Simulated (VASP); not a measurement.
# Be (P1) in VASP: notebook, part 2 of 2

VASP 6.6.1.

### 4 Single point, PBE+D3(BJ)

INCAR

```
  ALGO = Normal
  EDIFF = 1E-6
  ENCUT = 520
  GGA = PE
  ISIF = 2
  ISMEAR = -1
  IVDW = 12
  LASPH = T
  LCHARG = F
  LREAL = F
  LWAVE = F
  NBANDS = 12
  NELM = 80
  PREC = Accurate
  SIGMA = 0.15
```

KPOINTS

```
k-points
0
Gamma
  7 4 5
```

POSCAR

```
Be
1.0
    2.1680000000      0.0000000000      0.0000000000
    0.0000000000      3.7550000000      0.0000000000
    0.0000000000      0.0000000000      3.4160000000
Be
4
Direct
    0.6344800000      0.8303600000      0.7214500000
    0.3639700000      0.1705400000      0.6803800000
    0.1027249077      0.6879900000      0.2827800000
    0.8273100000      0.3230700000      0.3029100000
```

Potentials or basis: VASP PAW PBE potentials, release 64 (Be).

Launch:

```sh
cat potpaw_PBE.64/Be/POTCAR > POTCAR
mpirun -np 1 vasp_std > vasp.out
```

OUTCAR:

```text
EDIFF = 1E-6
   ENCUT = 520
   GGA = PE
   ISIF = 2
   ISMEAR = -1
   IVDW = 12
   LASPH = T
   LREAL = F
   NELM = 80
   PREC = Accurate
 IVDW          = 12

 ion  position               nearest neighbor table
   1  0.634  0.830  0.721-   2 1.41   3 1.89   3 1.96   2 2.04   3 2.23   3 2.30   4 2.38
   2  0.364  0.171  0.680-   1 1.41   4 1.73   4 1.83   1 2.04   3 2.33
   3  0.103  0.688  0.283-   4 1.50   1 1.89   1 1.96   4 2.09   1 2.23   1 2.30   2 2.33
   4  0.827  0.323  0.303-   3 1.50   2 1.73   2 1.83   3 2.09   1 2.38

  LATTYP: Found a simple orthorhombic cell.
 ALAT       =     2.1680000000
 B/A-ratio  =     1.5756457565
 C/A-ratio  =     1.7320110701

  Lattice vectors:

 A1 = (  -2.1680000000,   0.0000000000,   0.0000000000)
 A2 = (   0.0000000000,   0.0000000000,   3.4160000000)
 A3 = (   0.0000000000,   3.7550000000,   0.0000000000)

Analysis of symmetry for initial positions (statically):
=====================================================================
 Subroutine PRICEL returns:
 Original cell was already a primitive cell.

 Routine SETGRP: Setting up the symmetry group for a
[... 188 lines left out ...]
      9      17.3575      0.00000
     10      19.0277      0.00000
     11      21.1823      0.00000
     12      25.7449      0.00000
[... 331 lines left out ...]
 k-point    24 :       0.0000   -0.2500    0.2000
  band No.  band energies     occupation
      1      -3.0781      2.00000
      2       0.4888      2.00000
      3       2.2991      2.00000
      4       6.3864      1.99886
      5       8.6002      0.00136
      6      12.0754      0.00000
      7      13.2832      0.00000
      8      17.1342      0.00000
      9      19.5690      0.00000
     10      20.2916      0.00000
     11      22.0125      0.00000
     12      25.5547      0.00000

 [... further k-points ...]

------------------------ aborting loop because EDIFF is reached ----------------------------------------

 Edisp (eV)   -1.62372

 E8    (eV) :    -0.5639

  FORCE on cell =-STRESS in cart. coord.  units (eV):
  Direction    XX          YY          ZZ          XY          YZ          ZX
  --------------------------------------------------------------------------------------
  -------------------------------------------------------------------------------------
  Total       6.77995    21.00218     4.16950    -1.27111    -2.75531    -0.62375
  in kB     390.61592  1210.00718   240.21889   -73.23313  -158.74286   -35.93652
  external pressure =      613.61 kB  Pullay stress =        0.00 kB

 VOLUME and BASIS-vectors are now :
 -----------------------------------------------------------------------------
  energy-cutoff  :      520.00
  volume of cell :       27.81
      direct lattice vectors                 reciprocal lattice vectors
     2.168000000  0.000000000  0.000000000     0.461254613  0.000000000  0.000000000
     0.000000000  3.755000000  0.000000000     0.000000000  0.266311585  0.000000000
     0.000000000  0.000000000  3.416000000     0.000000000  0.000000000  0.292740047

 POSITION                                       TOTAL-FORCE (eV/Angst)
 -----------------------------------------------------------------------------------
      1.37555      3.11800      2.46447         5.431472     -9.914357      2.919065
      0.78909      0.64038      2.32418        -6.711406      8.925737      2.814961
      0.22271      2.58340      0.96598         5.064038      7.488643     -2.046415
      1.79361      1.21313      1.03474        -3.784104     -6.500023     -3.687611
 -----------------------------------------------------------------------------------
    total drift:                               -0.000015      0.000015      0.000071

  FREE ENERGIE OF THE ION-ELECTRON SYSTEM (eV)
  ---------------------------------------------------
  free  energy   TOTEN  =        -9.6913022289 eV

  energy  without entropy=       -9.6553225982  energy(sigma->0) =       -9.67331241
```

OSZICAR:

```text
N       E                     dE             d eps       ncg     rms          rms(c)
DAV:   1     0.100143430847E+02    0.10014E+02   -0.35491E+03  1704   0.569E+02
DAV:   2    -0.892843926417E+01   -0.18943E+02   -0.18111E+02  2168   0.115E+02
DAV:   3    -0.947764465735E+01   -0.54921E+00   -0.54193E+00  2292   0.140E+01
DAV:   4    -0.947932869056E+01   -0.16840E-02   -0.16834E-02  1924   0.854E-01
DAV:   5    -0.947933283894E+01   -0.41484E-05   -0.41480E-05  2228   0.428E-02    0.475E+00
DAV:   6    -0.831027913265E+01    0.11691E+01   -0.16224E+00  1968   0.558E+00    0.230E+00
DAV:   7    -0.807156812000E+01    0.23871E+00   -0.69533E-01  2268   0.368E+00    0.545E-01
DAV:   8    -0.806774358215E+01    0.38245E-02   -0.25270E-02  2032   0.966E-01    0.181E-01
DAV:   9    -0.806758998052E+01    0.15360E-03   -0.61859E-04  2340   0.180E-01    0.557E-02
DAV:  10    -0.806758348183E+01    0.64987E-05   -0.54388E-05  1992   0.379E-02    0.576E-03
DAV:  11    -0.806758335274E+01    0.12909E-06   -0.52872E-06  2096   0.109E-02
   1 F= -.96913022E+01 E0= -.96733124E+01  d E =-.359796E-01
```

stdout:

```text
POSCAR found type information on POSCAR Be
 POSCAR found :  1 types and       4 ions
 scaLAPACK will be used
 LDA part: xc-table for (Slater+PW92), standard interpolation
 POSCAR, INCAR and KPOINTS ok, starting setup
 FFT: planning ... GRIDC
 FFT: planning ... GRID_SOFT
 FFT: planning ... GRID
 WAVECAR not read
 entering main loop
```

Wall time 26 s (1 thread of Intel Xeon 8259CL, shared host); peak memory 0.15 GiB.

Results:

```
Free energy                : -9.6913 eV
Pressure                   : 61.4 GPa
Largest force              : 11.675 eV/Å
Band gap on the k mesh     : zero (bands 4 and 5 overlap by 0.88 eV)
Dispersion energy per atom : -0.406 eV
```

Forces in eV/Å, atoms in the order of the input:
```
Be   5.431 -9.914  2.919
Be  -6.711  8.926  2.815
Be   5.064  7.489 -2.046
Be  -3.784 -6.500 -3.688
```

Caveat: the k points lie up to 0.42 Å⁻¹ apart, too coarse for converged energies and pressures of a metal; three body term missing; forces of over 1 eV/Å act on the atoms, so gaps and moduli don't describe the material at rest.

### 5 Single point, PBE+D3(BJ)

This run uses another cell than the first one, of 6.99 Å³/atom.

INCAR

```
  PREC = Accurate
  ENCUT = 520
  EDIFF = 1E-7
  ISMEAR = -1
  SIGMA = 0.15
  LREAL = F
  LASPH = T
  NELM = 100
  ALGO = Normal
  ISIF = 2
  LWAVE = F
  LCHARG = T
  GGA = PE
  IVDW = 12
  LELF = T
  LVHAR = T
  NBANDS = 12
```

KPOINTS

```
Automatic mesh
0
Gamma
  7 4 5
```

POSCAR

```
Be
1.0
    2.1716073278      0.0000000000      0.0000000000
    0.0000000000      3.7612479317      0.0000000000
    0.0000000000      0.0000000000      3.4216838707
Be
4
Direct
    0.6344800000      0.8303600000      0.7214500000
    0.3639700000      0.1705400000      0.6803800000
    0.1119500000      0.6879900000      0.2827800000
    0.8273100000      0.3230700000      0.3029100000
```

Launch:

```sh
cat potpaw_PBE.64/Be/POTCAR > POTCAR
mpirun -np 1 vasp_std > vasp.out
```

Run time: 24 s. Hardware: 1 thread of Intel Xeon 8259CL, shared host; peak memory 0.15 GiB.

The run converged. Its results:

```yaml
Free_energy: -9.8428 eV
Pressure: 59.7 GPa
Largest_force: 11.660 eV/Å
Band_gap_on_the_k_mesh: zero (bands 4 and 5 overlap by 0.88 eV)
Dispersion_energy_per_atom: -0.404 eV
```

Forces on the atoms (eV/Å):
```
Be   5.531 -9.854  2.873
Be  -6.668  8.873  2.786
Be   4.820  7.190 -2.002
Be  -3.682 -6.209 -3.657
```

Stress tensor (GPa, compression positive):
```
 38.76  -7.48  -3.01
 -7.48 117.37 -15.59
 -3.01 -15.59  23.03
```

Levels at points of the mesh, in eV from the Fermi level:
```tsv
k point	band 2	band 3	band 4	band 5	band 6	band 7
(0.00, 0.00, 0.00)	-5.52	-4.16	-1.56	1.37	3.81	5.16
(0.00, 0.50, 0.00)	-9.41	-2.04	-1.44	2.00	2.64	6.30
```

Caveat: the k points lie up to 0.42 Å⁻¹ apart, too coarse for converged energies and pressures of a metal; three body term missing; forces of over 1 eV/Å act on the atoms, so gaps and moduli don't describe the material at rest.

### 6 Summary

```tsv
cell	gap on the mesh (eV)	pressure (GPa)	largest force (eV/Å)
a = 2.168, b = 3.755, c = 3.416 Å, 4 atoms, atomic positions A	none	61.0	11.72
a = 2.168, b = 3.755, c = 3.416 Å, 4 atoms, atomic positions B	none	60.5	11.80
a = 2.168, b = 3.755, c = 3.416 Å, 4 atoms, atomic positions C	none	61.4	11.68
a = 2.172, b = 3.761, c = 3.422 Å, 4 atoms, atomic positions A	none	59.7	11.66
```

Alike in all rows: task single point; level PBE+D3(BJ); potentials or basis VASP PAW PBE potentials, release 64 (Be); no spin polarisation; k mesh 7 × 4 × 5; cutoff (eV) 520; smearing fermi-dirac 0.15 eV.

Caveats: all runs use coarse meshes; three body term missing; forces of over 1 eV/Å act on the atoms, so gaps and moduli don't describe the material at rest.

Absolute energies hang on the potentials; compare differences alone.
